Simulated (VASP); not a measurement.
AlNi, 2 atoms in the cell. Symmetry: P4/mmm, No. 123, tetragonal system. Conventional cell: a = 3.001 Å, b = 3.001 Å, c = 2.639 Å, α = 90.00°, β = 90.00°, γ = 90.00°. Within 3.3 Å of Al (site symmetry 4/mmm) lie 8 Ni at 2.50 Å and 6 Al at 2.64 to 3.00 Å. Within 3.3 Å of Ni (site symmetry 4/mmm) lie 8 Al at 2.50 Å and 6 Ni at 2.64 to 3.00 Å. 

* Program: VASP 6.6.1
* Task: single point
* Functional: PBEsol
* Potentials or basis: VASP PAW PBE potentials, release 64 (Al, Ni)
* Cutoff: 520 eV
* k mesh: 16 × 16 × 16
* Occupations: gaussian, width 0.15 eV
* Spin: no spin polarisation
* Dipole correction: no
* Further INCAR settings: ALGO = Fast; EDIFF = 1e-07; NBANDS = 14

Potentials or basis: VASP PAW PBE potentials, release 64 (Al, Ni).

The run is started by

```sh
$ cat potpaw_PBE.64/Al/POTCAR potpaw_PBE.64/Ni/POTCAR > POTCAR
$ mpirun -np 1 vasp_std > vasp.out
```

Hardware: 1 thread of AMD EPYC 9R45 96-Core Processor (Zen 5) (shared host).

Q: How long does it take, and how much memory?

A: Wall time 2.1 min on 1 thread of AMD EPYC 9R45 96-Core Processor (Zen 5), with other jobs on the host, peak memory 0.29 GiB. Counts: scf iterations 17, k points 657.
